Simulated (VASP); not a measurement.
# Bi2Te3 (P1) in VASP: single point with PBE

Aim: the single point of Bi2Te3 with PBE.

All numbers are computed with VASP 6.6.1; they aren't measurements. Logs are shortened: lines on timing, memory, paths and dates and some standing lists are left out, and cuts for length are marked.

## (1) The cell of the first run

The typed cell holds 15 atoms: a = 11.026 Å, b = 4.447 Å, c = 14.595 Å, α = 91.75°, β = 50.39°, γ = 90.00°.

## (2) Single point, PBE (the part above a cut slid along it)

Contents of INCAR:

```
PREC = Accurate ; ENCUT = 520
EDIFF = 1E-6 ; ISMEAR = 0
SIGMA = 0.05 ; LREAL = Auto
LASPH = T ; NELM = 100
ALGO = Fast ; ISIF = 2
LWAVE = F ; LCHARG = T
GGA = PE ; LELF = T
LVHAR = T ; NBANDS = 85
```

Contents of KPOINTS:

```
regular mesh
0
Gamma
  3 8 3
```

Contents of POSCAR:

```
Bi2Te3
1.0
    0.0000000000      2.5672164926    -10.7228910724
   -4.4465493992      0.0000000000      0.0000000000
    0.4446549399     13.0928041123     -6.4337346434
Bi Te
6 9
Direct
    0.7857240441      0.8902505089      0.0377550894
    0.5857240441      0.4235838423      0.3710884227
    0.3857240441      0.9569171756      0.7044217561
    0.0867359559      0.9039561577      0.1748115773
   -0.1132640441      0.4372894911      0.5081449106
   -0.3132640441      0.9706228244      0.8414782439
   -0.4637700000      0.4637700000      0.7729500000
   -0.0637700000      0.3971033333      0.1062833333
   -0.2637700000      0.9304366667      0.4396166667
   -0.1982832897      1.4781722214      0.9169722137
    0.2017167103      0.4115055547      0.2503055470
    0.0017167103      0.9448388880      0.5836388803
    0.4707432897      0.9160344453      0.2955944530
    0.2707432897      0.4493677786      0.6289277863
    0.0707432897      0.9827011120      0.9622611197
```

Potentials or basis: VASP PAW PBE potentials, release 64 (Bi_d, Te).

Run with:

```console
> cat potpaw_PBE.64/Bi_d/POTCAR potpaw_PBE.64/Te/POTCAR > POTCAR
> mpirun -np 1 vasp_std > vasp.out
```

OUTCAR:

```text
PREC = Accurate
   ENCUT = 520
   EDIFF = 1E-6
   ISMEAR = 0
   LREAL = Auto
   LASPH = T
   NELM = 100
   ISIF = 2
   GGA = PE

 ion  position               nearest neighbor table
   1  0.786  0.890  0.038-  10 2.43  15 2.62  13 3.09  10 3.14   8 3.29   8 3.29   6 3.68
   2  0.586  0.424  0.371-  13 3.09  13 3.09  14 3.09   8 3.29   9 3.29   9 3.29
   3  0.386  0.957  0.704-  15 3.09  14 3.09  14 3.09   7 3.29   7 3.29   9 3.29
   4  0.087  0.904  0.175-  11 3.09  11 3.09  15 3.25   9 3.29   8 3.29   8 3.29
   5  0.887  0.437  0.508-  12 3.09  11 3.09  12 3.09   9 3.29   9 3.29   7 3.29
   6  0.687  0.971  0.841-  12 3.09  10 3.09  10 3.09   7 3.29   7 3.29   1 3.68
   7  0.536  0.464  0.773-   6 3.29   3 3.29   6 3.29   3 3.29   5 3.29
   8  0.936  0.397  0.106-  15 2.41  15 3.12   1 3.29   1 3.29   2 3.29   4 3.29   4 3.29
   9  0.736  0.930  0.440-   5 3.29   5 3.29   4 3.29   3 3.29   2 3.29   2 3.29
  10  0.802  0.478  0.917-   1 2.43   6 3.09   6 3.09   1 3.14
  11  0.202  0.412  0.250-   4 3.09   4 3.09   5 3.09
  12  0.002  0.945  0.584-   5 3.09   6 3.09   5 3.09
  13  0.471  0.916  0.296-   2 3.09   2 3.09   1 3.09
  14  0.271  0.449  0.629-   2 3.09   3 3.09   3 3.09
  15  0.071  0.983  0.962-   8 2.41   1 2.62   3 3.09   8 3.12   4 3.25

  LATTYP: Found a triclinic cell.
 ALAT       =     4.4465493992
 B/A-ratio  =     2.7827671388
 C/A-ratio  =     2.6737064029
 COS(alpha) =     0.0188860106
 COS(beta)  =     0.3740126436
 COS(gamma) =     0.3952899920

  Lattice vectors:

 A1 = (  -4.4465493992,   0.0000000000,   0.0000000000)
 A2 = (  -4.8912043391, -10.5255876197,  -4.2891564290)
 A3 = (  -4.4465493992,  -2.5672164926,  10.7228910724)

Analysis of symmetry for initial positions (statically):
=====================================================================
 Subroutine PRICEL returns:
 Original cell was already a primitive cell.

 Routine SETGRP: Setting up the symmetry group for a
 triclinic supercell.

 Subroutine GETGRP returns: Found  1 space group operations
 (whereof  1 operations were pure point group operations)
 out of a pool of  2 trial point group operations.

The static configuration has the point symmetry C_1 .

Analysis of symmetry for dynamics (positions and initial velocities):
=====================================================================
 Subroutine PRICEL returns:
 Original cell was already a primitive cell.

 Routine SETGRP: Setting up the symmetry group for a
 triclinic supercell.

 Subroutine GETGRP returns: Found  1 space group operations
 (whereof  1 operations were pure point group operations)
 out of a pool of  2 trial point group operations.

The dynamic configuration has the point symmetry C_1 .

 Subroutine INISYM returns: Found  1 space group operations
 (whereof  1 operations are pure point group operations),
 and found     1 'primitive' translations

----------------------------------------------------------------------------------------

                                     Primitive cell

  volume of cell :     550.8204

  direct lattice vectors                    reciprocal lattice vectors
     0.000000000  2.567216493-10.722891072     0.000000000 -0.051936926 -0.105692889
    -4.446549399  0.000000000  0.000000000    -0.224893487  0.008656154  0.002072410
     0.444654940 13.092804112 -6.433734643     0.000000000  0.086561544  0.020724096

  length of vectors
    11.025923701  4.446549399 14.594936759     0.117764303  0.225069555  0.089007803

  position of ions in fractional coordinates (direct lattice)
     0.785724044  0.890250509  0.037755089
     0.585724044  0.423583842  0.371088423
     0.385724044  0.956917176  0.704421756
     0.086735956  0.903956158  0.174811577
     0.886735956  0.437289491  0.508144911
     0.686735956  0.970622824  0.841478244
     0.536230000  0.463770000  0.772950000
     0.936230000  0.397103333  0.106283333
     0.736230000  0.930436667  0.439616667
     0.801716710  0.478172221  0.916972214
     0.201716710  0.411505555  0.250305547
     0.001716710  0.944838888  0.583638880
     0.470743290  0.916034445  0.295594453
     0.270743290  0.449367779  0.628927786
     0.070743290  0.982701112  0.962261120

  ion indices of the primitive-cell ions
   primitive index   ion index
                 1           1
                 2           2
                 3           3
                 4           4
                 5           5
                 6           6
                 7           7
                 8           8
                 9           9
                10          10
                11          11
                12          12
                13          13
                14          14
                15          15

----------------------------------------------------------------------------------------

 KPOINTS: regular mesh

Automatic generation of k-mesh.
 Grid dimensions read from file:
 generate k-points for:    3    8    3

 Generating k-lattice:

  Cartesian coordinates                     Fractional coordinates (reciprocal lattice)
     0.000000000 -0.017312309 -0.035230963     0.333333333  0.000000000  0.000000000
    -0.028111686  0.001082019  0.000259051    -0.000000000  0.125000000 -0.000000000
     0.000000000  0.028853848  0.006908032    -0.000000000  0.000000000  0.333333333

  Length of vectors
     0.039254768  0.028133694  0.029669268

  Shift w.r.t. Gamma in fractional coordinates (k-lattice)
     0.000000000  0.000000000  0.000000000

 Subroutine IBZKPT returns following result:
 ===========================================

 Found     37 irreducible k-points:

 Following reciprocal coordinates:
            Coordinates               Weight
  0.000000  0.000000  0.000000      1.000000
  0.333333  0.000000  0.000000      2.000000
 -0.000000  0.125000 -0.000000      2.000000
  0.333333  0.125000 -0.000000      2.000000
 -0.333333  0.125000 -0.000000      2.000000
 -0.000000  0.250000 -0.000000      2.000000
[... 16 lines left out ...]
 -0.000000  0.375000  0.333333      2.000000
  0.333333  0.375000  0.333333      2.000000
 [... further k-points ...]
   k-points           NKPTS =     37   k-points in BZ     NKDIM =     37   number of bands    NBANDS=     85
   number of dos      NEDOS =    301   number of ions     NIONS =     15
   total plane-waves  NPLWV = 338688
   dimension x,y,z NGX =    84 NGY =   36 NGZ =  112
   dimension x,y,z NGXF=   168 NGYF=   72 NGZF=  224
   ions per type =               6   9
   NGX,Y,Z   is equivalent  to a cutoff of  12.67, 13.46, 12.76 a.u.
   NGXF,Y,Z  is equivalent  to a cutoff of  25.33, 26.92, 25.52 a.u.
 SYSTEM =  unknown system
   PREC   = accura    normal or accurate (medium, high low for compatibility)
   ISTART =      0    job   : 0-new  1-cont  2-samecut
   ICHARG =      2    charge: 1-file 2-atom 10-const
   ISPIN  =      1    spin polarized calculation?
   LNONCOLLINEAR =      F non collinear calculations
   LSORBIT =      F    spin-orbit coupling
   LASPH  =      T    aspherical Exc in radial PAW
   ENCUT  =  520.0 eV  38.22 Ry    6.18 a.u.  20.50  8.27 27.14*2*pi/ulx,y,z
   NELM   =    100;   NELMIN=  2; NELMDL= -5     # of ELM steps
   EDIFF  = 0.1E-05   stopping-criterion for ELM
   LREAL  =      T    real-space projection
   EDIFFG = 0.1E-04   stopping-criterion for IOM
   NSW    =      0    number of steps for IOM
   IBRION =     -1    ionic relax: 0-MD 1-quasi-New 2-CG
   NFREE  =      0    steps in history (QN), initial steepest desc. (CG)
   ISIF   =      2    stress and relaxation
   ISYM   =      2    0-nonsym 1-usesym 2-fastsym
   POTIM  = 0.5000    time-step for ionic-motion
   TEBEG  =    0.0;   TEEND  =   0.0 temperature during run
   PSTRESS=    0.0 pullay stress
   NELECT =     144.0000    total number of electrons
   NUPDOWN=      -1.0000    fix difference up-down
   EMIN   =  10.00;   EMAX   =-10.00  energy-range for DOS
   EFERMI =   0.00;   METHOD = LEGACY
   ISMEAR =     0;   SIGMA  =   0.05  broadening in eV -4-tet -1-fermi 0-gaus
   EFERMI_NEDOS =   21; number of points for ismear=-14 and -15
   IALGO  =     68    algorithm
   IMIX   =      4    mixing-type and parameters
     AMIX     =   0.40;   BMIX     =  1.00
     AMIX_MAG =   1.60;   BMIX_MAG =  1.00
  volume/ion in A,a.u.               =      36.72       247.81
  Fermi-wavevector in a.u.,A,eV,Ry     =   1.046789  1.978144 14.908807  1.095766
  Thomas-Fermi vector in A             =   2.181642
   LORBIT       =      0    0 simple, 1 ext, 2 COOP (PROOUT), +10 PAW based schemes
   GGA     = PE    functional components
   LHFCALC =     F    Hartree Fock is set to
   AEXX    =    0.0000 exact exchange contribution
   IVDW    =     0    specifies the selected vdW correction
   LEPSILON=     F    determine dielectric tensor
   LRPA    =     F    only Hartree local field effects (RPA)
 non-spin polarized calculation
 RMM-DIIS sequential band-by-band and
 Gauss-broadening in eV      SIGMA  =   0.05
  energy-cutoff  :      520.00
  volume of cell :      550.82
 maximum number of plane-waves:     14855
 NGX is ok and might be reduce to    84
   NGX = 41   NGY = 17   NGZ = 55

 number of electron     143.9999995 magnetization

 Free energy of the ion-electron system (eV)
  ---------------------------------------------------
  ext. energy  EPLUGINS =         0.00000000
  ---------------------------------------------------
  free energy    TOTEN  =       -48.45389337 eV

  energy without entropy =      -48.43994793  energy(sigma->0) =      -48.44692065

 E-fermi :   5.7997     XC(G=0):  -8.8239

 val. band max:        5.7944404840   @ k =   0.3333   0.3750   0.3333
 cond. band min:       5.8054198390   @ k =   0.3333  -0.1250   0.3333
 fundamental gap:      0.0109793550
 Fermi energy:         5.7997168841

 k-point     1 :       0.0000    0.0000    0.0000
  band No.  band energies     occupation
      1     -18.1777      2.00000
      2     -18.0488      2.00000
      3     -17.9491      2.00000
      4     -17.9027      2.00000
      5     -17.8811      2.00000
      6     -17.8762      2.00000
[... 76 lines left out ...]
     83       7.3631      0.00000
     84       7.5867      0.00000

 k-point     2 :       0.3333    0.0000    0.0000
  band No.  band energies     occupation
      1     -18.1777      2.00000
      2     -18.0488      2.00000
      3     -17.9491      2.00000
      4     -17.9027      2.00000
      5     -17.8811      2.00000
      6     -17.8762      2.00000
[... 1903 lines left out ...]
     83       7.9265      0.00000
     84       8.2267      0.00000

 k-point    24 :       0.3333    0.3750    0.3333
  band No.  band energies     occupation
      1     -18.1794      2.00000
      2     -18.0516      2.00000
      3     -17.9434      2.00000
      4     -17.9040      2.00000
      5     -17.8829      2.00000
      6     -17.8757      2.00000
[... 76 lines left out ...]
     83       8.1060      0.00000
     84       8.2686      0.00000

 [... further k-points ...]

 [bands above 84 left out]

------------------------ aborting loop because EDIFF is reached ----------------------------------------

  FORCE on cell =-STRESS in cart. coord.  units (eV):
  Direction    XX          YY          ZZ          XY          YZ          ZX
  --------------------------------------------------------------------------------------
  -------------------------------------------------------------------------------------
  Total       26.2216252     19.0953401     14.6863291    -12.0086303     -0.0431510      3.6235079
  in kB       76.2711270     55.5428238     42.7182855    -34.9296339     -0.1255138     10.5397370
  external PRESSURE =      58.1774121 kB  Pullay stress =       0.0000000 kB

 VOLUME and BASIS-vectors are now :
 -----------------------------------------------------------------------------
  energy-cutoff  :      520.00
  volume of cell :      550.82
      direct lattice vectors                 reciprocal lattice vectors
     0.000000000  2.567216493-10.722891072     0.000000000 -0.051936926 -0.105692889
    -4.446549399  0.000000000  0.000000000    -0.224893487  0.008656154  0.002072410
     0.444654940 13.092804112 -6.433734643     0.000000000  0.086561544  0.020724096

 POSITION                                       TOTAL-FORCE (eV/Angst)
 -----------------------------------------------------------------------------------
     -3.94175      2.51144     -8.66814        -4.149387      4.591302      2.251252
     -1.71848      6.36227     -8.66814         0.077034      0.111625      0.405709
     -3.94175     10.21309     -8.66814        -0.131146     -0.587845     -0.400869
     -3.94175      2.51144     -2.05475        -0.002582      0.548391     -0.687930
     -1.71848      8.92948    -12.77764         0.002132      0.202009      0.211154
     -3.94175     12.78031    -12.77764         0.063512     -0.972531      0.745988
     -1.71848     11.49670    -10.72289        -0.034757      0.292188     -0.396060
     -1.71848      3.79505    -10.72289        -3.683585      4.611512      1.200469
     -3.94175      7.64588    -10.72289         0.029760      0.025347     -0.131310
     -1.71848     14.06392    -14.49628         4.765764     -4.606711      1.730937
     -1.71848      3.79505     -3.77339        -0.001983     -0.134051      0.178336
     -3.94175      7.64588     -3.77339         0.008110      0.275471      0.109154
     -3.94175      5.07866     -6.94951         0.121276      0.636285      0.318380
     -1.71848      8.92948     -6.94951         0.017485     -0.048118     -0.139316
     -3.94175     12.78031     -6.94951         2.918370     -4.944872     -5.395893
 -----------------------------------------------------------------------------------
    total drift:                                0.006581      0.005264     -0.028653

  FREE ENERGIE OF THE ION-ELECTRON SYSTEM (eV)
  ---------------------------------------------------
  free  energy   TOTEN  =       -48.4538933712 eV

  energy  without entropy=      -48.4399479322  energy(sigma->0) =      -48.44692065
```

Run time: 86 min. Hardware: 1 thread of Oxide Virtual Turin-like, shared host; peak memory 1.3 GiB.

What came out:

```yaml
Free_energy: -48.4539 eV
Pressure: 5.8 GPa
Largest_force: 7.879 eV/Å
Band_gap_on_the_k_mesh: zero (bands 72 and 73 overlap by 0.30 eV)
```

Forces on the atoms (eV/Å):
```
Bi  -4.149  4.591  2.251
Bi   0.077  0.112  0.406
Bi  -0.131 -0.588 -0.401
Bi  -0.003  0.548 -0.688
Bi   0.002  0.202  0.211
Bi   0.064 -0.973  0.746
Te  -0.035  0.292 -0.396
Te  -3.684  4.612  1.200
Te   0.030  0.025 -0.131
Te   4.766 -4.607  1.731
Te  -0.002 -0.134  0.178
Te   0.008  0.275  0.109
Te   0.121  0.636  0.318
Te   0.017 -0.048 -0.139
Te   2.918 -4.945 -5.396
```

Levels at points of the mesh, in eV from the Fermi level:
| k point | band 70 | band 71 | band 72 | band 73 | band 74 | band 75 |
| --- | --- | --- | --- | --- | --- | --- |
| (0.00, 0.00, 0.00) | -1.17 | -1.03 | -0.39 | -0.16 | 0.23 | 0.44 |
| (0.00, 0.50, 0.00) | -1.08 | -0.37 | -0.05 | 0.43 | 0.73 | 0.77 |

Caveat: the cell differs from its parent crystal (the part above a cut slid along it); the cell stands under pressure; spin-orbit coupling is left out, which moves the levels of the heavy elements; forces of over 1 eV/Å act on the atoms, so gaps and moduli don't describe the material at rest.
